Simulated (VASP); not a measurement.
Runs of VASP 6.6.1 on K. The structure is that of space group Pm-3m (No. 221), or close to it. The cells are those of the table. 

| task | cell | cutoff (eV) | smearing | k mesh for the DOS | occupations for the DOS | gap on the mesh (eV) | pressure (GPa) |
| --- | --- | --- | --- | --- | --- | --- | --- |
| single point | a = 4.302 Å, 1 atom | 520 | fermi-dirac 0.08 eV | - | - | none | 0.0 |
| single point | a = 4.076 Å, 1 atom | 520 | fermi-dirac 0.08 eV | - | - | none | (a) |
| single point | a = 3.909 Å, 1 atom | 520 | fermi-dirac 0.08 eV | - | - | none | 1.3 |
| single point | a = 3.727 Å, 1 atom | 520 | fermi-dirac 0.08 eV | - | - | none | 2.6 |
| single point | a = 3.297 Å, 1 atom | 520 | fermi-dirac 0.08 eV | - | - | none | 9.3 |
| single point | a = 4.229 Å, 1 atom | 520 | fermi-dirac 0.08 eV | - | - | none | 0.1 |
| single point | a = 3.909 Å, 1 atom | 520 | fermi-dirac 0.001 eV | - | - | none | 1.3 |
| relaxation of cell and atoms | relaxed from a = 4.302 Å, 1 atom | 600 | fermi-dirac 0.08 eV | - | - | none | 0.0 |

Alike in all rows: level PBE; potentials or basis VASP PAW PBE potentials, release 64 (K_sv); no spin polarisation; k mesh 10 × 10 × 10.

Estimate the missing entries.

(a) 0.6.

A gap of «none» marks levels without a gap at the run's occupations.
